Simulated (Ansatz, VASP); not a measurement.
## One calculation of NaH, two programs

The input INCAR:

```
SYSTEM = NaH
ALGO     = Normal         ! electronic algorithm
EDIFF    = 1E-6           ! SCF threshold, eV
ENCUT    = 500            ! plane-wave cutoff, eV
GGA      = PS             ! functional
GGA_COMPAT= .FALSE.      
ISIF     = 2              ! what is computed and relaxed
ISMEAR   = 0              ! smearing method
LASPH    = .TRUE.         ! aspherical terms in the spheres
LCHARG   = .TRUE.         ! write CHGCAR
LELF     = .TRUE.         ! ELF
LREAL    = .FALSE.        ! projectors in reciprocal space
LVHAR    = .TRUE.       
LWAVE    = .FALSE.        ! write WAVECAR
NBANDS   = 11             ! bands
NELM     = 120            ! most SCF steps
PREC     = Accurate       ! precision mode
SIGMA    = 0.05           ! smearing width, eV
```

Contents of KPOINTS:

```
k-points
0
G
  10 10 10
  0 0 0
```

Contents of POSCAR:

```
NaH
1.0
    2.9551240000      0.0000000000      0.0000000000
    0.0000000000      2.9551240000      0.0000000000
    0.0000000000      0.0000000000      2.9551240000
Na H
1 1
Direct
   -0.0717844782     -0.0717844782      0.0000000000
    0.5000000000      0.5000000000      0.5000000000
```

Input for Ansatz:

```yaml
crystal:
  lattice:
    - [2.955124, 0.0, 0.0]
    - [0.0, 2.955124, 0.0]
    - [0.0, 0.0, 2.955124]
  atoms:
    - { symbol: Na, position: [-0.0717844782, -0.0717844782, 0.0] }
    - { symbol: H, position: [0.5, 0.5, 0.5] }
basis:
  ecutwfc: 420
kpoints:
  mp_grid: { grid: [10, 10, 10] }
hamiltonian:
  xc: pbesol
scf:
  occupations: { method: gaussian, width: 0.05 }
output:
  forces: true
  stress: true
  eigenvalues: true
```

Alike in both runs: task single point; functional PBEsol; k mesh 10 × 10 × 10; occupations gaussian, width 0.05 eV; no spin polarisation.

```csv
,VASP,Ansatz
version,VASP 6.6.1,Ansatz 0.2.0
potentials or method,"VASP PAW PBE potentials, release 64 (Na_pv, H), cutoff 500 eV","scalar-relativistic, plane waves, PAW"
valence electrons in the cell,8,10
```

Ansatz gave:

| Quantity | Value |
| --- | --- |
| gap on the k mesh at the Fermi level (eV) | 0.88 |
| least direct gap on the mesh (eV) | 4.30 |
| pressure (GPa) | 0.4 |
| traceless stress, the component that is largest in VASP (GPa) | 0.80 |
| rms of the force components (eV/Å) | 0.096 |

Task: What did VASP give for the same quantities?

Result: gap on the k mesh at the Fermi level (eV): 0.87; least direct gap on the mesh (eV): 4.29; pressure (GPa): 0.3; traceless stress, the component that is largest in VASP (GPa): 0.81; rms of the force components (eV/Å): 0.098.

VASP's potentials were made for PBE, not for PBEsol. Atom by atom the forces differ by 0.002 eV/Å (rms over components). VASP's potentials hold 8 valence electrons a cell and Ansatz's 10, so a difference there can come from the potentials and not from the codes.
